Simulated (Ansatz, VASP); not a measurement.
**One calculation of BaS, two programs**

File POSCAR:

```
BaS
1.0
    0.0000000000      3.3081497501      3.1794439939
    3.3081497501      0.0000000000      3.1794439939
    3.3081497501      3.3081497501      0.0000000000
Ba S
1 1
Direct
    0.0000000000      0.0000000000      0.0000000000
    0.5000000000      0.5000000000      0.5000000000
```

INCAR.step1

```
SYSTEM = BaS
ALGO = Normal ; EDIFF = 1E-4
ENCUT = 520 ; GGA = PE
ISMEAR = 0 ; LASPH = .TRUE.
LCHARG = .FALSE. ; LREAL = .FALSE.
LWAVE = .TRUE. ; NBANDS = 15
NELM = 80 ; PREC = Accurate
SIGMA = 0.01
```

INCAR.step2

```
SYSTEM = BaS
ALGO = Normal ; EDIFF = 1E-7
ENCUT = 520 ; ISIF = 2
ISMEAR = 0 ; ISTART = 1
LASPH = .TRUE. ; LCHARG = .TRUE.
LELF = .TRUE. ; LMIXTAU = .TRUE.
LREAL = .FALSE. ; LVHAR = .TRUE.
LWAVE = .FALSE. ; METAGGA = R2SCAN
NBANDS = 15 ; NELM = 80
PREC = Accurate ; SIGMA = 0.01
```

KPOINTS

```
k-points
0
G
  8 8 8
  0 0 0
```

Input for Ansatz:

```yaml
crystal:
  lattice:
    - [0.0, 3.3081497501, 3.1794439939]
    - [3.3081497501, 0.0, 3.1794439939]
    - [3.3081497501, 3.3081497501, 0.0]
  atoms:
    - { symbol: Ba, position: [0.0, 0.0, 0.0] }
    - { symbol: S, position: [0.5, 0.5, 0.5] }
kpoints:
  mp_grid: { grid: [8, 8, 8] }
  band_path:
    path:
      - [0.0, 0.0, 0.0]
      - [0.5, 0.0, 0.5]
      - [0.625, 0.25, 0.625]
      - [0.375, 0.375, 0.75]
      - [0.5, 0.5, 0.5]
      - [0.5, 0.25, 0.75]
      - [0.5, 0.5, 0.0]
    npoints: 1
hamiltonian:
  xc: r2scan
scf:
  occupations: { method: fixed }
  n_extra_bands: 4
output:
  forces: true
  stress: true
  eigenvalues: true
```

Change from the starting cell: epitaxial_xy strain +3.0%.

Alike in both runs: task single point; functional r2SCAN; k mesh 8 × 8 × 8; no spin polarisation.

```csv
,VASP,Ansatz
version,VASP 6.6.1,Ansatz 0.2.0
potentials or method,"VASP PAW PBE potentials, release 64 (Ba_sv, S)","plane waves, PAW"
plane-wave cutoff (eV),520,500
occupations,"gaussian, width 0.01 eV",fixed
valence electrons in the cell,16,16
```

|  | VASP | Ansatz | Ansatz less VASP |
| --- | --- | --- | --- |
| gap on the k mesh at the Fermi level (eV) | 2.46 | 2.54 | +0.084 |
| pressure (GPa) | -1.3 | -1.8 | -0.47 |
| traceless stress, the component that is largest in VASP (GPa) | 1.96 | 1.78 | -0.177 |

VASP's potentials were made for PBE, not for r2SCAN.

Neither program's run includes spin-orbit coupling.
